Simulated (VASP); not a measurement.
Wanted: the native input for a VASP 6.6.1 run.

```
Task                   : single point
Functional             : LDA
Potentials or basis    : VASP PAW LDA potentials, release 64 (Li_sv)
Cutoff                 : 520 eV
k mesh                 : 4 × 4 × 1
Occupations            : gaussian, width 0.05 eV
Spin                   : no spin polarisation
Dipole correction      : no
Further INCAR settings : LREAL = Auto; ALGO = Normal; EDIFF = 1e-07; NBANDS = 40
```

The structure of Li lies in POSCAR:

```
Li
1.0
    6.9800000000      0.0000000000      0.0000000000
    3.4900000000      4.9356050000      0.0000000000
    0.0000000000      0.0000000000     20.4034080000
Li
17
Direct
   -0.2500000507      0.5000001013      0.0490114201
    0.2499999493      0.5000001013      0.0490114201
   -0.2500000000      1.0000000000      0.0490114201
    0.2500000000      1.0000000000      0.0490114201
    0.0306678460     -0.0516119098      0.1517984643
    0.5096842557     -0.0384931533      0.1621648207
    0.0095065169      0.4627574532      0.1598436889
    0.5282267928      0.4477979903      0.1544646365
   -0.2669520301      0.4839585015      0.2701359988
    0.2786490978      0.4656906296      0.2650898811
   -0.2011115032      0.9568227198      0.2605834280
    0.2206448728      0.9878177042      0.2694426833
   -0.0495398854      0.0527817765      0.3866648650
    0.5101944840      0.0093881095      0.3539575349
   -0.0040494376      0.5167925715      0.3747689602
    0.4468872791      0.5522042384      0.3884275117
    0.3206433118      0.0922778464      0.4728745806
```

One way to write it, as run:

INCAR

```
SYSTEM = Li
  ALGO = Normal
  EDIFF = 1E-7
  ENCUT = 520
  GGA = CA
  ISIF = 2
  ISMEAR = 0
  LASPH = .True.
  LCHARG = .True.
  LELF = .True.
  LREAL = Auto
  LVHAR = .True.
  LWAVE = .False.
  NBANDS = 40
  NELM = 80
  PREC = Accurate
  SIGMA = 0.05
```

KPOINTS

```
k-points
0
Gamma
  4 4 1
  0 0 0
```

Potentials or basis: VASP PAW LDA potentials, release 64 (Li_sv).

Run with:

```sh
$ cat potpaw_LDA.64/Li_sv/POTCAR > POTCAR
$ mpirun -np 1 vasp_std > vasp.out
```

Results of the run:

The largest force is 0.062 eV/Å and the band gap on the k mesh is zero (an odd number of electrons rules out a gap without spin polarisation).

Wall time 20 min on 1 thread of Intel Xeon 8259CL (shared host), peak memory 0.64 GiB.
